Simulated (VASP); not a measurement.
Runs of VASP 6.6.1 on VCrC2. It takes space group R-3m (No. 166, trigonal). The conventional cell has a = 2.921 Å, b = 2.921 Å, c = 14.218 Å, α = 90.00°, β = 90.00°, γ = 120.00°. Cr (site symmetry -3m) has 6 C at 2.05 Å within 2.7 Å. Within 2.7 Å of V (site symmetry -3m) lie 6 C at 2.07 Å. C (site symmetry 3m) has 3 Cr at 2.05 Å and 3 V at 2.07 Å within 2.7 Å. 

```tsv
level	spin	U	fixed moment (μB)	k mesh	gap on the mesh (eV)	pressure (GPa)	moment (μB)	largest force (eV/Å)
PBE	collinear, ferrimagnetic start	-	-	11 × 11 × 11	none	-2.5	(c)	0.01
PBEsol	collinear, ferromagnetic start	-	5.0	9 × 9 × 9	-	(b)	5.00	0.09
PBEsol	collinear, ferromagnetic start	-	7.5	9 × 9 × 9	-	60.3	7.50	0.13
PBEsol	collinear, ferromagnetic start	-	10.0	9 × 9 × 9	-	(a)	10.00	0.28
PBEsol	collinear, ferromagnetic start	-	6.2	9 × 9 × 9	-	40.2	6.20	0.10
PBE+U	collinear, ferromagnetic start	Cr d U = 3.0 eV, V d U = 3.0 eV	-	11 × 11 × 11	none	16.8	1.93	0.65
PBE	collinear, ferromagnetic start	-	-	11 × 11 × 11	none	-1.8	0.41	0.01
PBE	off	-	-	11 × 11 × 11	none	-2.6	-	0.02
```

Alike in all rows: task single point; potentials or basis VASP PAW PBE potentials, release 64 (Cr_pv, V_sv, C); cell as given; cutoff (eV) 520; smearing fermi-dirac 0.05 eV.

**Question.** Estimate the missing entries.

**Answer.** (a) 102.8; (b) 23.6; (c) 0.22.

Caveats: the cell stands under pressure (at least some runs); the PAW data sets were made with another functional, which shifts forces and pressure a little (at least some runs); the total moment is fixed, so each spin has its own Fermi level (at least some runs); an empty level that is flat over the whole mesh can mark a ghost state of the potentials, or a narrow d or f band (at least some runs); the U is typed as a test and isn't derived for this compound (at least some runs).

A gap of «none» marks levels without a gap at the run's occupations.
